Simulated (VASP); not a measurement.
# Ba2Be (Fm-3m) in VASP: notebook

The runs below take Ba2Be through single point, relaxation of cell and atoms, with PBE.

Program: VASP 6.6.1. These are calculated values, not measurements. Logs are shortened: lines on timing, memory, paths and dates and some standing lists are left out, and cuts for length are marked.

## (1) The cell of the first run

Symmetry: Fm-3m, No. 225, cubic system. Conventional cell: a = 7.966 Å, b = 7.966 Å, c = 7.966 Å, α = 90.00°, β = 90.00°, γ = 90.00°. Within 4.5 Å of Ba (site symmetry -43m) lie 4 Be at 3.45 Å and 6 Ba at 3.98 Å. Be (site symmetry m-3m) has 8 Ba at 3.45 Å within 4.5 Å.

## (2) Single point, PBE

Contents of INCAR:

```
  PREC = Accurate
  ENCUT = 520
  EDIFF = 1E-6
  ISMEAR = 0
  SIGMA = 0.2
  LREAL = False
  LASPH = True
  NELM = 60
  ALGO = Fast
  ISIF = 2
  LWAVE = False
  LCHARG = False
  GGA = PE
  NBANDS = 31
```

Contents of KPOINTS:

```
regular mesh
0
Gamma
  6 6 6
```

Contents of POSCAR:

```
Ba2Be
1.0
    0.0000000000      3.9831632408      3.9831632408
    3.9831632408      3.9831632408      0.0000000000
   -3.9831632408      7.9663264815     -3.9831632408
Ba Be
4 2
Direct
    0.3750000000      0.3750000000      0.8750000000
    0.8750000000      0.8750000000      0.3750000000
    0.1250000000      0.1250000000      0.6250000000
    0.6250000000      0.6250000000      0.1250000000
    0.7500000000      0.7500000000      0.7500000000
    0.2500000000      0.2500000000      0.2500000000
```

Potentials or basis: VASP PAW PBE potentials, release 64 (Ba_sv, Be).

Run with:

```sh
$ cat potpaw_PBE.64/Ba_sv/POTCAR potpaw_PBE.64/Be/POTCAR > POTCAR
$ mpirun -np 1 vasp_std > vasp.out
```

OUTCAR:

```text
PREC = Accurate
   ENCUT = 520
   EDIFF = 1E-6
   ISMEAR = 0
   LREAL = False
   LASPH = True
   NELM = 60
   ISIF = 2
   GGA = PE

 ion  position               nearest neighbor table
   1  0.375  0.375  0.875-   6 3.45   5 3.45   5 3.45   5 3.45   3 3.98   4 3.98   4 3.98   3 3.98
                             4 3.98   3 3.98
   2  0.875  0.875  0.375-   5 3.45   6 3.45   6 3.45   6 3.45   3 3.98   4 3.98   3 3.98   4 3.98
                             3 3.98   4 3.98
   3  0.125  0.125  0.625-   6 3.45   5 3.45   5 3.45   5 3.45   1 3.98   2 3.98   2 3.98   2 3.98
                             1 3.98   1 3.98
   4  0.625  0.625  0.125-   5 3.45   6 3.45   6 3.45   6 3.45   1 3.98   2 3.98   1 3.98   1 3.98
                             2 3.98   2 3.98
   5  0.750  0.750  0.750-   2 3.45   4 3.45   1 3.45   1 3.45   3 3.45   3 3.45   3 3.45   1 3.45

   6  0.250  0.250  0.250-   1 3.45   3 3.45   2 3.45   2 3.45   4 3.45   4 3.45   2 3.45   4 3.45

  LATTYP: Found a trigonal (rhomboedric) cell.
 ALAT       =     9.7567175021
 COS(alpha) =     0.8333333333

  Lattice vectors:

 A1 = (  -3.9831632408,   3.9831632407,  -7.9663264816)
 A2 = (  -7.9663264816,   3.9831632407,  -3.9831632408)
 A3 = (  -3.9831632408,   7.9663264815,  -3.9831632408)

Analysis of symmetry for initial positions (statically):
=====================================================================
 Subroutine PRICEL returns following result:

  LATTYP: Found a face centered cubic cell.
 ALAT       =     7.9663264816

  Lattice vectors:

 A1 = (   0.0000000000,  -3.9831632408,   3.9831632408)
 A2 = (  -3.9831632408,  -0.0000000000,   3.9831632408)
 A3 = (  -3.9831632408,  -3.9831632408,   0.0000000000)

   2 primitive cells build up your supercell.

 Routine SETGRP: Setting up the symmetry group for a
 trigonal (rhombohedral) supercell.

 Subroutine GETGRP returns: Found 12 space group operations
 (whereof 12 operations were pure point group operations)
 out of a pool of 12 trial point group operations.

The static configuration has the point symmetry D_3d.

Analysis of symmetry for dynamics (positions and initial velocities):
=====================================================================
 Subroutine PRICEL returns following result:

  LATTYP: Found a face centered cubic cell.
 ALAT       =     7.9663264816

  Lattice vectors:

 A1 = (   0.0000000000,  -3.9831632408,   3.9831632408)
 A2 = (  -3.9831632408,  -0.0000000000,   3.9831632408)
 A3 = (  -3.9831632408,  -3.9831632408,   0.0000000000)

   2 primitive cells build up your supercell.

 Routine SETGRP: Setting up the symmetry group for a
 trigonal (rhombohedral) supercell.

 Subroutine GETGRP returns: Found 12 space group operations
 (whereof 12 operations were pure point group operations)
 out of a pool of 12 trial point group operations.

The dynamic configuration has the point symmetry D_3d.

 Subroutine INISYM returns: Found 12 space group operations
 (whereof 12 operations are pure point group operations),
 and found     2 'primitive' translations

----------------------------------------------------------------------------------------

                                     Primitive cell

  volume of cell :     126.3905

  direct lattice vectors                    reciprocal lattice vectors
     0.000000000 -3.983163241  3.983163241     0.125528373 -0.125528373  0.125528373
    -3.983163241 -0.000000000  3.983163241    -0.125528373  0.125528373  0.125528373
    -3.983163241 -3.983163241  0.000000000    -0.125528373 -0.125528373 -0.125528373

  length of vectors
     5.633043476  5.633043476  5.633043476     0.217421519  0.217421519  0.217421519

  position of ions in fractional coordinates (direct lattice)
     0.250000000  0.250000000  0.250000000
     0.750000000  0.750000000  0.750000000
     0.500000000  0.500000000  0.500000000

  ion indices of the primitive-cell ions
   primitive index   ion index
                 1           1
                 2           3
                 3           6

----------------------------------------------------------------------------------------

 KPOINTS: regular mesh

Automatic generation of k-mesh.
 Grid dimensions read from file:
 generate k-points for:    6    6    6

 Generating k-lattice:

  Cartesian coordinates                     Fractional coordinates (reciprocal lattice)
    -0.010460698  0.010460698  0.031382093     0.166666667  0.000000000 -0.000000000
     0.031382093  0.010460698 -0.010460698     0.000000000  0.166666667 -0.000000000
    -0.010460698  0.010460698 -0.010460698     0.000000000  0.000000000  0.166666667

  Length of vectors
     0.034694209  0.034694209  0.018118460

  Shift w.r.t. Gamma in fractional coordinates (k-lattice)
     0.000000000  0.000000000  0.000000000

 Subroutine IBZKPT returns following result:
 ===========================================

 Found     32 irreducible k-points:

 Following reciprocal coordinates:
            Coordinates               Weight
  0.000000  0.000000  0.000000      1.000000
  0.166667  0.000000  0.000000      6.000000
  0.333333  0.000000  0.000000      6.000000
  0.500000  0.000000  0.000000      3.000000
  0.166667  0.166667  0.000000      6.000000
  0.333333  0.166667  0.000000     12.000000
[... 16 lines left out ...]
 -0.166667  0.500000  0.166667     12.000000
 -0.333333 -0.333333  0.166667      6.000000
 [... further k-points ...]
   k-points           NKPTS =     32   k-points in BZ     NKDIM =     32   number of bands    NBANDS=     31
   number of dos      NEDOS =    301   number of ions     NIONS =      6
   total plane-waves  NPLWV = 141120
   dimension x,y,z NGX =    42 NGY =   42 NGZ =   80
   dimension x,y,z NGXF=    84 NGYF=   84 NGZF=  160
   ions per type =               4   2
   NGX,Y,Z   is equivalent  to a cutoff of  12.40, 12.40, 13.63 a.u.
   NGXF,Y,Z  is equivalent  to a cutoff of  24.79, 24.79, 27.26 a.u.
 SYSTEM =  unknown system
   PREC   = accura    normal or accurate (medium, high low for compatibility)
   ISTART =      0    job   : 0-new  1-cont  2-samecut
   ICHARG =      2    charge: 1-file 2-atom 10-const
   ISPIN  =      1    spin polarized calculation?
   LNONCOLLINEAR =      F non collinear calculations
   LSORBIT =      F    spin-orbit coupling
   LASPH  =      T    aspherical Exc in radial PAW
   ENCUT  =  520.0 eV  38.22 Ry    6.18 a.u.  10.47 10.47 18.14*2*pi/ulx,y,z
   NELM   =     60;   NELMIN=  2; NELMDL= -5     # of ELM steps
   EDIFF  = 0.1E-05   stopping-criterion for ELM
   LREAL  =      F    real-space projection
   EDIFFG = 0.1E-04   stopping-criterion for IOM
   NSW    =      0    number of steps for IOM
   IBRION =     -1    ionic relax: 0-MD 1-quasi-New 2-CG
   NFREE  =      0    steps in history (QN), initial steepest desc. (CG)
   ISIF   =      2    stress and relaxation
   ISYM   =      2    0-nonsym 1-usesym 2-fastsym
   POTIM  = 0.5000    time-step for ionic-motion
   TEBEG  =    0.0;   TEEND  =   0.0 temperature during run
   PSTRESS=    0.0 pullay stress
   NELECT =      44.0000    total number of electrons
   NUPDOWN=      -1.0000    fix difference up-down
   EMIN   =  10.00;   EMAX   =-10.00  energy-range for DOS
   EFERMI =   0.00;   METHOD = LEGACY
   ISMEAR =     0;   SIGMA  =   0.20  broadening in eV -4-tet -1-fermi 0-gaus
   EFERMI_NEDOS =   21; number of points for ismear=-14 and -15
   IALGO  =     68    algorithm
   IMIX   =      4    mixing-type and parameters
     AMIX     =   0.40;   BMIX     =  1.00
     AMIX_MAG =   1.60;   BMIX_MAG =  1.00
  volume/ion in A,a.u.               =      42.13       284.31
  Fermi-wavevector in a.u.,A,eV,Ry     =   0.914066  1.727335 11.367898  0.835517
  Thomas-Fermi vector in A             =   2.038650
   LORBIT       =      0    0 simple, 1 ext, 2 COOP (PROOUT), +10 PAW based schemes
   GGA     = PE    functional components
   LHFCALC =     F    Hartree Fock is set to
   AEXX    =    0.0000 exact exchange contribution
   IVDW    =     0    specifies the selected vdW correction
   LEPSILON=     F    determine dielectric tensor
   LRPA    =     F    only Hartree local field effects (RPA)
 non-spin polarized calculation
 RMM-DIIS sequential band-by-band and
 Gauss-broadening in eV      SIGMA  =   0.20
  energy-cutoff  :      520.00
  volume of cell :      252.78
 maximum number of plane-waves:      6905
 NGX is ok and might be reduce to    42

 number of electron      43.9999999 magnetization

 Free energy of the ion-electron system (eV)
  ---------------------------------------------------
  ext. energy  EPLUGINS =         0.00000000
  ---------------------------------------------------
  free energy    TOTEN  =       -12.36672823 eV

  energy without entropy =      -12.15967871  energy(sigma->0) =      -12.26320347

 E-fermi :   1.9657     XC(G=0):  -7.8505

 val. band max:        1.9436077023   @ k =   0.3333   0.0000   0.1667
 cond. band min:       1.9694373289   @ k =   0.0000   0.0000   0.1667
 fundamental gap:      0.0258296266
 Fermi energy:         1.9656688726

 k-point     1 :       0.0000    0.0000    0.0000
  band No.  band energies     occupation
      1     -26.6499      2.00000
      2     -26.5684      2.00000
      3     -26.5683      2.00000
      4     -26.4885      2.00000
      5     -12.0238      2.00000
      6     -12.0236      2.00000
[... 23 lines left out ...]
     30       3.8201      0.00000
     31       4.6356      0.00000

 k-point     2 :       0.1667    0.0000    0.0000
  band No.  band energies     occupation
      1     -26.6399      2.00000
      2     -26.5732      2.00000
      3     -26.5630      2.00000
      4     -26.4980      2.00000
      5     -12.0677      2.00000
      6     -12.0318      2.00000
[... 23 lines left out ...]
     30       4.1897      0.00000
     31       4.3621      0.00000

 k-point     3 :       0.3333    0.0000    0.0000
  band No.  band energies     occupation
      1     -26.6150      2.00000
      2     -26.5678      2.00000
      3     -26.5678      2.00000
      4     -26.5219      2.00000
      5     -12.1844      2.00000
      6     -12.0464      2.00000
[... 703 lines left out ...]
     30       3.8947      0.00000
     31       4.1013      0.00000

 k-point    24 :      -0.3333   -0.3333    0.1667
  band No.  band energies     occupation
      1     -26.6014      2.00000
      2     -26.6007      2.00000
      3     -26.5355      2.00000
      4     -26.5349      2.00000
      5     -12.1409      2.00000
      6     -12.1035      2.00000
[... 23 lines left out ...]
     30       4.0910      0.00000
     31       4.7190      0.00000

 [... further k-points ...]

------------------------ aborting loop because EDIFF is reached ----------------------------------------

  FORCE on cell =-STRESS in cart. coord.  units (eV):
  Direction    XX          YY          ZZ          XY          YZ          ZX
  --------------------------------------------------------------------------------------
  -------------------------------------------------------------------------------------
  Total        0.3306733      0.3306733      0.3306733     -0.0082970     -0.0082970      0.0082970
  in kB        2.0958751      2.0958751      2.0958751     -0.0525880     -0.0525880      0.0525880
  external PRESSURE =       2.0958751 kB  Pullay stress =       0.0000000 kB

 VOLUME and BASIS-vectors are now :
 -----------------------------------------------------------------------------
  energy-cutoff  :      520.00
  volume of cell :      252.78
      direct lattice vectors                 reciprocal lattice vectors
     0.000000000  3.983163241  3.983163241    -0.062764186  0.062764186  0.188292559
     3.983163241  3.983163241  0.000000000     0.188292559  0.062764186 -0.062764186
    -3.983163241  7.966326482 -3.983163241    -0.062764186  0.062764186 -0.062764186

 POSITION                                       TOTAL-FORCE (eV/Angst)
 -----------------------------------------------------------------------------------
     -1.99158      9.95791     -1.99158         0.000740     -0.000740      0.000740
      1.99158      9.95791      1.99158         0.000740     -0.000740      0.000740
     -1.99158      5.97474     -1.99158        -0.000740      0.000740     -0.000740
      1.99158      5.97474      1.99158        -0.000740      0.000740     -0.000740
      0.00000     11.94949      0.00000        -0.000000      0.000000     -0.000000
      0.00000      3.98316      0.00000         0.000000      0.000000      0.000000
 -----------------------------------------------------------------------------------
    total drift:                               -0.000000      0.000000     -0.000000

  FREE ENERGIE OF THE ION-ELECTRON SYSTEM (eV)
  ---------------------------------------------------
  free  energy   TOTEN  =       -12.3667282279 eV

  energy  without entropy=      -12.1596787138  energy(sigma->0) =      -12.26320347
```

Wall time 7.2 min (1 thread of Oxide Virtual Turin-like, shared host); peak memory 0.45 GiB.

What came out:

```yaml
Free_energy: -12.3667 eV
Pressure: 0.2 GPa
Band_gap_on_the_k_mesh: zero (bands 22 and 23 overlap by 0.70 eV)
```

Levels at points of the mesh, in eV from the Fermi level:
| k point | band 19 | band 20 | band 21 | band 22 | band 23 | band 24 | band 25 | band 26 |
| --- | --- | --- | --- | --- | --- | --- | --- | --- |
| (0.00, 0.00, 0.00) | -0.89 | -0.84 | -0.84 | -0.84 | 0.10 | 0.10 | 0.33 | 0.33 |
| (0.50, 0.00, 0.00) | -1.05 | -1.05 | 0.06 | 0.06 | 0.44 | 0.44 | 0.45 | 0.45 |
| (0.50, 0.50, 0.00) | -1.37 | -0.89 | 0.10 | 0.10 | 0.11 | 0.91 | 0.91 | 0.92 |
| (0.00, 0.00, 0.50) | -1.01 | -1.01 | -0.46 | -0.46 | -0.46 | -0.46 | 0.77 | 0.77 |

Caveat: spin-orbit coupling is left out, which moves the levels of the heavy elements.

## (3) Relaxation of cell and atoms, PBE

This run uses another cell than the first one: it holds 3 atoms, not 6.

Contents of INCAR:

```
SYSTEM = Ba2Be
PREC = Accurate
ENCUT = 600
EDIFF = 1E-6
ISMEAR = 0
SIGMA = 0.1
LREAL = .False.
LASPH = .True.
NELM = 60
ALGO = Normal
ISIF = 3
LWAVE = .False.
LCHARG = .False.
GGA = PE
IBRION = 2
NSW = 100
EDIFFG = -0.01
```

Contents of KPOINTS:

```
regular mesh
0
Gamma
  10 10 10
  0 0 0
```

Contents of POSCAR:

```
Ba2Be
1.0
    0.0000000000      3.9360791442      3.9360791442
    3.9360791442      0.0000000000      3.9360791442
    3.9360791442      3.9360791442      0.0000000000
Ba Be
2 1
Direct
    0.2500000000      0.2500000000      0.2500000000
    0.7500000000      0.7500000000      0.7500000000
    0.5000000000      0.5000000000      0.5000000000
```

Potentials or basis: VASP PAW PBE potentials, release 64 (Ba_sv, Be).

Run with:

```sh
$ cat potpaw_PBE.64/Ba_sv/POTCAR potpaw_PBE.64/Be/POTCAR > POTCAR
$ mpirun -np 1 vasp_std > vasp.out
```

OUTCAR:

```text
SYSTEM = Ba2Be
   PREC = Accurate
   ENCUT = 600
   EDIFF = 1E-6
   ISMEAR = 0
   LREAL = .False.
   LASPH = .True.
   NELM = 60
   ISIF = 3
   GGA = PE
   IBRION = 2
   NSW = 100
   EDIFFG = -0.01

 ion  position               nearest neighbor table
   1  0.250  0.250  0.250-   3 3.41   3 3.41   3 3.41   3 3.41   2 3.94   2 3.94   2 3.94   2 3.94
                             2 3.94   2 3.94
   2  0.750  0.750  0.750-   3 3.41   3 3.41   3 3.41   3 3.41   1 3.94   1 3.94   1 3.94   1 3.94
                             1 3.94   1 3.94
   3  0.500  0.500  0.500-   1 3.41   1 3.41   1 3.41   1 3.41   2 3.41   2 3.41   2 3.41   2 3.41

  LATTYP: Found a face centered cubic cell.
 ALAT       =     7.8721582884

  Lattice vectors:

 A1 = (   0.0000000000,   3.9360791442,   3.9360791442)
 A2 = (   3.9360791442,   0.0000000000,   3.9360791442)
[... 277 lines left out ...]
      5     -12.1027      2.00000
      6     -11.6390      2.00000
      7     -11.6390      2.00000
      8     -11.6390      2.00000
      9      -1.9169      2.00000
     10       1.0974      2.00000
     11       1.0974      2.00000
     12       1.0974      2.00000
     13       2.2389      0.00000
     14       2.2389      0.00000
[... 401 lines left out ...]
      2     -26.6292      2.00000
      3     -12.1744      2.00000
      4     -12.1679      2.00000
      5     -12.1667      2.00000
      6     -11.6466      2.00000
      7     -11.6038      2.00000
      8     -11.6014      2.00000
      9      -0.9567      2.00000
     10       0.5003      2.00000
     11       2.2631      0.00000
     12       2.3411      0.00000
     13       2.4297      0.00000
     14       2.8138      0.00000
     15       3.5073      0.00000

 [... further k-points ...]

------------------------ aborting loop because EDIFF is reached ----------------------------------------

  FORCE on cell =-STRESS in cart. coord.  units (eV):
  Direction    XX          YY          ZZ          XY          YZ          ZX
  --------------------------------------------------------------------------------------
  -------------------------------------------------------------------------------------
  Total       -0.0275439     -0.0275439     -0.0275439      0.0000000      0.0000000      0.0000000
  in kB       -0.3430580     -0.3430580     -0.3430580      0.0000000      0.0000000      0.0000000
  external PRESSURE =      -0.3430580 kB  Pullay stress =       0.0000000 kB
[... 18 lines left out ...]
  FREE ENERGIE OF THE ION-ELECTRON SYSTEM (eV)
  ---------------------------------------------------
  free  energy   TOTEN  =        -6.1421952781 eV

  energy  without entropy=       -6.1133703668  energy(sigma->0) =       -6.12778282

 reached required accuracy - stopping structural energy minimisation
```

CONTCAR:

```text
Ba2Be
   1.00000000000000
    -0.0000000000000000    4.0066334873940646    4.0066334873940646
     4.0066334873940646   -0.0000000000000000    4.0066334873940646
     4.0066334873940646    4.0066334873940646   -0.0000000000000000
  Ba              Be
     2     1
Direct
     0.2500000000000000    0.2500000000000000    0.2500000000000000
     0.7500000000000000    0.7500000000000000    0.7500000000000000
     0.5000000000000000    0.5000000000000000    0.5000000000000000

  0.00000000E+00  0.00000000E+00  0.00000000E+00
  0.00000000E+00  0.00000000E+00  0.00000000E+00
  0.00000000E+00  0.00000000E+00  0.00000000E+00
```

It took 4.6 min on 1 thread of Oxide Virtual Turin-like, shared host; peak memory 0.37 GiB.

Results:

* Free energy: -6.1422 eV
* Relaxed volume: 42.88 Å³/atom
* Relaxed cell: a = 5.666 Å, b = 5.666 Å, c = 5.666 Å, α = 60.00°, β = 60.00°, γ = 60.00°
* Space group after relaxing (to 0.1 Å): Fm-3m (No. 225)
* Energy gained by relaxing: 5.1 meV/atom
* Ionic steps: 3
* Pressure after relaxing: 0.0 GPa
* Band gap on the k mesh: zero (bands 11 and 12 overlap by 1.17 eV)

Step by step:
```csv
step,energy change (eV),largest force (eV/Å),pressure (GPa),volume (Å³)
1,0.0000,0.0000,0.81,121.96
2,-0.0127,0.0000,0.32,125.62
3,-0.0154,0.0000,-0.03,128.64
```

Final structure:
```
CELL_PARAMETERS angstrom
0.00000 4.00663 4.00663
4.00663 0.00000 4.00663
4.00663 4.00663 0.00000
ATOMIC_POSITIONS crystal
Ba 0.25000 0.25000 0.25000
Ba 0.75000 0.75000 0.75000
Be 0.50000 0.50000 0.50000
```

Caveat: spin-orbit coupling is left out, which moves the levels of the heavy elements.

The gap in the log of VASP goes by the Fermi energy; the results here count the filled bands.